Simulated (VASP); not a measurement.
Wanted: the native input for a VASP 6.6.1 run.

```
Task                   : single point
Functional             : LDA
Potentials or basis    : VASP PAW LDA potentials, release 64 (C)
Cutoff                 : 520 eV
k mesh                 : 6 × 6 × 10
Occupations            : gaussian, width 0.05 eV
Spin                   : no spin polarisation
Dipole correction      : no
Further INCAR settings : ALGO = Normal; EDIFF = 1e-06; NBANDS = 26
```

The structure of C lies in POSCAR:

```
C
1.0
    2.1032727620     -4.3337146136      0.0000000000
    2.1032727620      4.3337146136      0.0000000000
    0.0000000000      0.0000000000      2.4856616114
C
8
Direct
    0.6482879639      0.9815881366      0.0000000000
    0.3517120361      0.0184118634      0.0000000000
    0.0184118634      0.3517120361      0.0000000000
    0.9815881366      0.6482879639      0.0000000000
    0.4202504346      0.2877621381      0.6485212667
    0.5954459046      0.7739231852      0.5000000000
    0.7739231852      0.5954459046      0.5000000000
    0.2260768148      0.4045540954      0.5000000000
```

This cell differs from its parent crystal: atom 5 (C) moved -0.450 Å towards its neighbour atom 2 (C) at 1.515 Å.

One way to write it, as run:

INCAR

```
SYSTEM = C
  PREC = Accurate
  ENCUT = 520
  EDIFF = 1E-6
  ISMEAR = 0
  SIGMA = 0.05
  LREAL = .False.
  LASPH = .True.
  NELM = 60
  ALGO = Normal
  ISIF = 2
  LWAVE = .False.
  LCHARG = .True.
  GGA = CA
  LELF = .True.
  LVHAR = .True.
  NBANDS = 26
```

KPOINTS

```
regular mesh
0
Gamma
  6 6 10
  0 0 0
```

Potentials or basis: VASP PAW LDA potentials, release 64 (C).

Launch:

```sh
$ cat potpaw_LDA.64/C/POTCAR > POTCAR
$ mpirun -np 1 vasp_std > vasp.out
```

It gave:

* Pressure: 15.0 GPa
* Largest force: 9.670 eV/Å
* Band gap on the k mesh: zero (band 16 reaches 11.78 eV, above the bottom of band 17 at 11.65 eV)

Caveat: the cell differs from its parent crystal (atom 5 (C) moved -0.450 Å towards its neighbour atom 2 (C) at 1.515 Å); forces of over 1 eV/Å act on the atoms, so gaps and moduli don't describe the material at rest.

Run time: 82 s on 1 thread of Intel(R) Xeon(R) 6975P-C (Granite Rapids) (shared host), peak memory 0.24 GiB.
